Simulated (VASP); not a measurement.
# BN in VASP: notebook

Runs on BN. Level: PBE. Tasks: single point.

All numbers are computed with VASP 6.6.1; they aren't measurements. Logs are shortened: lines on timing, memory, paths and dates and some standing lists are left out, and cuts for length are marked.

### 1 The cell of the first run

The structure is hexagonal, space group P6_3/mmc (No. 194). Conventional cell: a = 2.567 Å, b = 2.567 Å, c = 7.228 Å, α = 90.00°, β = 90.00°, γ = 120.00°. B (site symmetry -6m2) has 3 N at 1.48 Å within 2.0 Å. N (site symmetry -6m2) has 3 B at 1.48 Å within 2.0 Å.

### 2 Single point, PBE (strained)

Input file INCAR:

```
SYSTEM = BN
PREC = Accurate
ENCUT = 520
EDIFF = 1E-6
ISMEAR = 0
SIGMA = 0.02
LREAL = .False.
LASPH = .True.
NELM = 60
ALGO = Normal
ISIF = 2
LWAVE = .False.
LCHARG = .False.
GGA = PE
NBANDS = 16
```

Input file KPOINTS:

```
Automatic mesh
0
Gamma
  12 12 4
  0 0 0
```

Input file POSCAR:

```
BN
1.0
    2.5669420557      0.0000000000      0.0000000000
   -1.2834710279      2.2230370303      0.0000000000
    0.0000000000      0.0000000000      7.2283345680
B N
2 2
Direct
    0.3333333333      0.6666666667      0.2500000000
    0.6666666667      0.3333333333      0.7500000000
    0.3333333333      0.6666666667      0.7500000000
    0.6666666667      0.3333333333      0.2500000000
```

Potentials or basis: VASP PAW PBE potentials, release 64 (B, N).

Command:

```sh
$ cat potpaw_PBE.64/B/POTCAR potpaw_PBE.64/N/POTCAR > POTCAR
$ mpirun -np 1 vasp_std > vasp.out
```

OUTCAR:

```text
SYSTEM = BN
   PREC = Accurate
   ENCUT = 520
   EDIFF = 1E-6
   ISMEAR = 0
   LREAL = .False.
   LASPH = .True.
   NELM = 60
   ISIF = 2
   GGA = PE

 ion  position               nearest neighbor table
   1  0.333  0.667  0.250-   4 1.48   4 1.48   4 1.48
   2  0.667  0.333  0.750-   3 1.48   3 1.48   3 1.48
   3  0.333  0.667  0.750-   2 1.48   2 1.48   2 1.48
   4  0.667  0.333  0.250-   1 1.48   1 1.48   1 1.48

  LATTYP: Found a hexagonal cell.
 ALAT       =     2.5669420557
 C/A-ratio  =     2.8159321134

  Lattice vectors:

 A1 = (   2.5669420557,   0.0000000000,   0.0000000000)
 A2 = (  -1.2834710279,   2.2230370303,   0.0000000000)
 A3 = (   0.0000000000,   0.0000000000,   7.2283345680)

Analysis of symmetry for initial positions (statically):
=====================================================================
 Subroutine PRICEL returns:
 Original cell was already a primitive cell.

 Routine SETGRP: Setting up the symmetry group for a
 hexagonal supercell.

 Subroutine GETGRP returns: Found 24 space group operations
 (whereof 12 operations were pure point group operations)
 out of a pool of 24 trial point group operations.

The static configuration has the point symmetry D_3d.
 The point group associated with its full space group is D_6h.

Analysis of symmetry for dynamics (positions and initial velocities):
=====================================================================
 Subroutine PRICEL returns:
 Original cell was already a primitive cell.

 Routine SETGRP: Setting up the symmetry group for a
 hexagonal supercell.

 Subroutine GETGRP returns: Found 24 space group operations
 (whereof 12 operations were pure point group operations)
 out of a pool of 24 trial point group operations.

The dynamic configuration has the point symmetry D_3d.
 The point group associated with its full space group is D_6h.

 Subroutine INISYM returns: Found 24 space group operations
 (whereof 12 operations are pure point group operations),
 and found     1 'primitive' translations

----------------------------------------------------------------------------------------

                                     Primitive cell

  volume of cell :      41.2478

  direct lattice vectors                    reciprocal lattice vectors
     2.566942056  0.000000000  0.000000000     0.389568591  0.224917531  0.000000000
    -1.283471028  2.223037030  0.000000000     0.000000000  0.449835062  0.000000000
     0.000000000  0.000000000  7.228334568     0.000000000  0.000000000  0.138344454

  length of vectors
     2.566942056  2.566942056  7.228334568     0.449835062  0.449835062  0.138344454

  position of ions in fractional coordinates (direct lattice)
     0.333333333  0.666666667  0.250000000
     0.666666667  0.333333333  0.750000000
     0.333333333  0.666666667  0.750000000
     0.666666667  0.333333333  0.250000000

  ion indices of the primitive-cell ions
   primitive index   ion index
                 1           1
                 2           2
                 3           3
                 4           4

----------------------------------------------------------------------------------------

 KPOINTS: Automatic mesh

Automatic generation of k-mesh.
 Grid dimensions read from file:
 generate k-points for:   12   12    4

 Generating k-lattice:

  Cartesian coordinates                     Fractional coordinates (reciprocal lattice)
     0.032464049  0.018743128  0.000000000     0.083333333  0.000000000  0.000000000
     0.000000000  0.037486255  0.000000000     0.000000000  0.083333333  0.000000000
     0.000000000  0.000000000  0.034586114     0.000000000  0.000000000  0.250000000

  Length of vectors
     0.037486255  0.037486255  0.034586114

  Shift w.r.t. Gamma in fractional coordinates (k-lattice)
     0.000000000  0.000000000  0.000000000

 Subroutine IBZKPT returns following result:
 ===========================================

 Found     57 irreducible k-points:

 Following reciprocal coordinates:
            Coordinates               Weight
  0.000000  0.000000  0.000000      1.000000
  0.083333  0.000000  0.000000      6.000000
  0.166667  0.000000  0.000000      6.000000
  0.250000  0.000000  0.000000      6.000000
  0.333333  0.000000  0.000000      6.000000
  0.416667  0.000000  0.000000      6.000000
[... 16 lines left out ...]
  0.250000  0.000000  0.250000     12.000000
  0.333333  0.000000  0.250000     12.000000
 [... further k-points ...]
   k-points           NKPTS =     57   k-points in BZ     NKDIM =     57   number of bands    NBANDS=     16
   number of dos      NEDOS =    301   number of ions     NIONS =      4
   total plane-waves  NPLWV =  21600
   dimension x,y,z NGX =    20 NGY =   20 NGZ =   54
   dimension x,y,z NGXF=    40 NGYF=   40 NGZF=  108
   ions per type =               2   2
   NGX,Y,Z   is equivalent  to a cutoff of  12.95, 12.95, 12.42 a.u.
   NGXF,Y,Z  is equivalent  to a cutoff of  25.91, 25.91, 24.84 a.u.
 SYSTEM =  BN
   PREC   = accura    normal or accurate (medium, high low for compatibility)
   ISTART =      0    job   : 0-new  1-cont  2-samecut
   ICHARG =      2    charge: 1-file 2-atom 10-const
   ISPIN  =      1    spin polarized calculation?
   LNONCOLLINEAR =      F non collinear calculations
   LSORBIT =      F    spin-orbit coupling
   LASPH  =      T    aspherical Exc in radial PAW
   ENCUT  =  520.0 eV  38.22 Ry    6.18 a.u.   4.77  4.77 13.44*2*pi/ulx,y,z
   NELM   =     60;   NELMIN=  2; NELMDL= -5     # of ELM steps
   EDIFF  = 0.1E-05   stopping-criterion for ELM
   LREAL  =      F    real-space projection
   EDIFFG = 0.1E-04   stopping-criterion for IOM
   NSW    =      0    number of steps for IOM
   IBRION =     -1    ionic relax: 0-MD 1-quasi-New 2-CG
   NFREE  =      0    steps in history (QN), initial steepest desc. (CG)
   ISIF   =      2    stress and relaxation
   ISYM   =      2    0-nonsym 1-usesym 2-fastsym
   POTIM  = 0.5000    time-step for ionic-motion
   TEBEG  =    0.0;   TEEND  =   0.0 temperature during run
   PSTRESS=    0.0 pullay stress
   NELECT =      16.0000    total number of electrons
   NUPDOWN=      -1.0000    fix difference up-down
   EMIN   =  10.00;   EMAX   =-10.00  energy-range for DOS
   EFERMI =   0.00;   METHOD = LEGACY
   ISMEAR =     0;   SIGMA  =   0.02  broadening in eV -4-tet -1-fermi 0-gaus
   EFERMI_NEDOS =   21; number of points for ismear=-14 and -15
   IALGO  =     38    algorithm
   IMIX   =      4    mixing-type and parameters
     AMIX     =   0.40;   BMIX     =  1.00
     AMIX_MAG =   1.60;   BMIX_MAG =  1.00
  volume/ion in A,a.u.               =      10.31        69.59
  Fermi-wavevector in a.u.,A,eV,Ry     =   1.193936  2.256212 19.394886  1.425484
  Thomas-Fermi vector in A             =   2.329939
   LORBIT       =      0    0 simple, 1 ext, 2 COOP (PROOUT), +10 PAW based schemes
   GGA     = PE    functional components
   LHFCALC =     F    Hartree Fock is set to
   AEXX    =    0.0000 exact exchange contribution
   IVDW    =     0    specifies the selected vdW correction
   LEPSILON=     F    determine dielectric tensor
   LRPA    =     F    only Hartree local field effects (RPA)
 non-spin polarized calculation
 Gauss-broadening in eV      SIGMA  =   0.02
  energy-cutoff  :      520.00
  volume of cell :       41.25
 maximum number of plane-waves:      1131
 NGX is ok and might be reduce to    20
   NGX =  9   NGY =  9   NGZ = 27

 number of electron      16.0000001 magnetization

 Free energy of the ion-electron system (eV)
  ---------------------------------------------------
  ext. energy  EPLUGINS =         0.00000000
  ---------------------------------------------------
  free energy    TOTEN  =       -35.08733039 eV

  energy without entropy =      -35.08733039  energy(sigma->0) =      -35.08733039

 E-fermi :   1.4332     XC(G=0):  -9.3697

 val. band max:        1.3287406913   @ k =   0.3333   0.3333   0.5000
 cond. band min:       5.5960827968   @ k =   0.5000   0.0000   0.0000
 fundamental gap:      4.2673421055
 Fermi energy:         1.4332374831

 k-point     1 :       0.0000    0.0000    0.0000
  band No.  band energies     occupation
      1     -15.9714      2.00000
      2     -15.8179      2.00000
      3      -4.2070      2.00000
      4      -2.7859      2.00000
      5      -0.0837      2.00000
      6      -0.0837      2.00000
[... 8 lines left out ...]
     15      12.3551      0.00000
     16      13.3942      0.00000

 k-point     2 :       0.0833    0.0000    0.0000
  band No.  band energies     occupation
      1     -15.8437      2.00000
      2     -15.6928      2.00000
      3      -4.0326      2.00000
      4      -2.6260      2.00000
      5      -0.6248      2.00000
      6      -0.6136      2.00000
[... 8 lines left out ...]
     15      12.9041      0.00000
     16      12.9643      0.00000

 k-point     3 :       0.1667    0.0000    0.0000
  band No.  band energies     occupation
      1     -15.4684      2.00000
      2     -15.3252      2.00000
      3      -3.5164      2.00000
      4      -2.1557      2.00000
      5      -1.9875      2.00000
      6      -1.9736      2.00000
[... 8 lines left out ...]
     15      14.3346      0.00000
     16      14.3966      0.00000

 k-point     4 :       0.2500    0.0000    0.0000
  band No.  band energies     occupation
      1     -14.8728      2.00000
      2     -14.7433      2.00000
      3      -3.7022      2.00000
      4      -3.6771      2.00000
      5      -2.6843      2.00000
      6      -1.5907      2.00000
[... 8 lines left out ...]
     15      15.1002      0.00000
     16      16.4402      0.00000
[... 324 lines left out ...]
 k-point    22 :       0.1667    0.0000    0.2500
  band No.  band energies     occupation
      1     -15.4480      2.00000
      2     -15.3468      2.00000
      3      -3.3476      2.00000
      4      -2.4037      2.00000
      5      -1.9801      2.00000
      6      -1.9620      2.00000
[... 8 lines left out ...]
     15      14.3434      0.00000
     16      14.3871      0.00000

 k-point    23 :       0.2500    0.0000    0.2500
  band No.  band energies     occupation
      1     -14.8543      2.00000
      2     -14.7628      2.00000
      3      -3.7026      2.00000
      4      -3.6837      2.00000
      5      -2.5162      2.00000
      6      -1.6220      2.00000
[... 8 lines left out ...]
     15      16.2677      0.00000
     16      16.4491      0.00000

 k-point    24 :       0.3333    0.0000    0.2500
  band No.  band energies     occupation
      1     -14.1095      2.00000
      2     -14.0334      2.00000
      3      -5.3919      2.00000
      4      -5.3652      2.00000
      5      -2.1727      2.00000
      6      -2.1514      2.00000
[... 8 lines left out ...]
     15      16.9205      0.00000
     16      18.6318      0.00000

 [... further k-points ...]
[... 5 lines left out ...]
  --------------------------------------------------------------------------------------
  -------------------------------------------------------------------------------------
  Total       -4.9030006     -4.9030006      0.2158435      0.0000000     -0.0000000      0.0000000
  in kB     -190.4458540   -190.4458540      8.3839482      0.0000000     -0.0000000      0.0000000
  external PRESSURE =    -124.1692533 kB  Pullay stress =       0.0000000 kB

 VOLUME and BASIS-vectors are now :
 -----------------------------------------------------------------------------
  energy-cutoff  :      520.00
  volume of cell :       41.25
      direct lattice vectors                 reciprocal lattice vectors
     2.566942056  0.000000000  0.000000000     0.389568591  0.224917531  0.000000000
    -1.283471028  2.223037030  0.000000000     0.000000000  0.449835062  0.000000000
     0.000000000  0.000000000  7.228334568     0.000000000  0.000000000  0.138344454

 POSITION                                       TOTAL-FORCE (eV/Angst)
 -----------------------------------------------------------------------------------
     -0.00000      1.48202      1.80708         0.000000      0.000000      0.000000
      1.28347      0.74101      5.42125        -0.000000     -0.000000      0.000000
     -0.00000      1.48202      5.42125         0.000000      0.000000      0.000000
      1.28347      0.74101      1.80708        -0.000000     -0.000000      0.000000
 -----------------------------------------------------------------------------------
    total drift:                               -0.000000      0.000000     -0.000000

  FREE ENERGIE OF THE ION-ELECTRON SYSTEM (eV)
  ---------------------------------------------------
  free  energy   TOTEN  =       -35.0873303875 eV

  energy  without entropy=      -35.0873303875  energy(sigma->0) =      -35.08733039
```

Run time: 14 s. Hardware: 1 thread of Intel Xeon 6975P-C (Granite Rapids), shared host; peak memory 0.16 GiB.

Results:

- Free energy: -35.0873 eV
- Pressure: -12.4 GPa
- Band gap on the k mesh: 4.27 eV, indirect (least direct gap 4.47 eV)

Stress tensor (GPa, compression positive):
```
-19.04   0.00   0.00
  0.00 -19.04   0.00
  0.00   0.00   0.84
```

Caveat: the cell differs from its parent crystal (strained); this functional lacks dispersion, which binds the layers, so the pressure and a relaxed spacing across them are unreliable.

(Part 1 of 2 ends here.)
